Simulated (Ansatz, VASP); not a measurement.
Two plane-wave programs on GaN

```
Ga N
1.0
     0.00000    4.18100   -4.18100
    -4.18100    0.00000   -4.18100
    -4.18100    4.18100    0.00000
Ga N
8 8
Direct
  0.50000 0.50000 0.00000
  0.00000 0.50000 0.00000
  0.50000 0.00000 0.00000
  0.00000 0.00000 0.00000
  0.50000 0.50000 0.50000
  0.00000 0.50000 0.50000
  0.50000 0.00000 0.50000
  0.00000 0.00000 0.50000
  0.75000 0.75000 0.25000
  0.25000 0.75000 0.25000
  0.75000 0.25000 0.25000
  0.25000 0.25000 0.25000
  0.75000 0.75000 0.75000
  0.25000 0.75000 0.75000
  0.75000 0.25000 0.75000
  0.25000 0.25000 0.75000
```

Alike in both runs: task single point; functional LDA; k mesh 6 × 6 × 6; occupations gaussian, width 0.05 eV; no spin polarisation.

|  | VASP | Ansatz |
| --- | --- | --- |
| version | VASP 6.6.1 | Ansatz 0.2.0 |
| potentials or method | VASP PAW LDA potentials, release 64 (Ga_d, N), cutoff 520 eV | scalar-relativistic, plane waves, PAW |
| valence electrons in the cell | 144 | 144 |

```csv
,VASP,Ansatz,Ansatz less VASP
gap on the k mesh at the Fermi level (eV),0.62,0.60,-0.019
least direct gap on the mesh (eV),0.79,0.77,-0.019
pressure (GPa),1.5,0.0,-1.49
```

LDA's correlation is that of Perdew and Zunger in VASP and of Perdew and Wang (1992) in Ansatz.
